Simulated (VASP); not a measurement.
Set up this calculation in VASP 6.6.1, as the native input.

```yaml
Task: single point
Functional: PBE
Potentials_or_basis: VASP PAW PBE potentials, release 64 (Hf_pv, O)
Cutoff: 520 eV
k_mesh: 6 × 6 × 8
Occupations: fermi-dirac, width 0.05 eV
Spin: no spin polarisation
Dipole_correction: no
Further_INCAR_settings: ALGO = Normal; EDIFF = 1e-06; NBANDS = 31
```

The structure of HfO2 lies in POSCAR:

```
HfO2
1.0
    4.7812264260      0.0000000000      0.0000000000
    0.0000000000      4.7812264260      0.0000000000
    0.0000000000      0.0000000000      3.1839019067
Hf O
2 4
Direct
    0.5000000000      0.5000000000      0.5000000000
    0.0000000000      0.0000000000      0.0000000000
    0.8050448800      0.1949551200      0.5000000000
    0.6949551200      0.6949551200      0.0000000000
    0.3050448800      0.3050448800      0.0000000000
    0.1949551200      0.8050448800      0.5000000000
```

This cell differs from its parent crystal: volume scaled by 0.98.

These files were run (other wordings do the same):

INCAR

```
SYSTEM = HfO2
PREC = Accurate
ENCUT = 520
EDIFF = 1E-6
ISMEAR = -1
SIGMA = 0.05
LREAL = .False.
LASPH = .True.
NELM = 80
ALGO = Normal
ISIF = 2
LWAVE = .False.
LCHARG = .False.
GGA = PE
NBANDS = 31
```

KPOINTS

```
Automatic mesh
0
Gamma
  6 6 8
  0 0 0
```

Potentials or basis: VASP PAW PBE potentials, release 64 (Hf_pv, O).

The run is started by

```sh
$ cat potpaw_PBE.64/Hf_pv/POTCAR potpaw_PBE.64/O/POTCAR > POTCAR
$ mpirun -np 1 vasp_std > vasp.out
```

Results of the run:

```
Pressure               : 10.8 GPa
Largest force          : 0.098 eV/Å
Band gap on the k mesh : 4.06 eV, direct
```

Caveat: spin-orbit coupling is left out, which moves the levels of the heavy elements.

Run time: 31 s on 1 thread of Intel(R) Xeon(R) 6975P-C (Granite Rapids), on a shared host, peak memory 0.23 GiB.
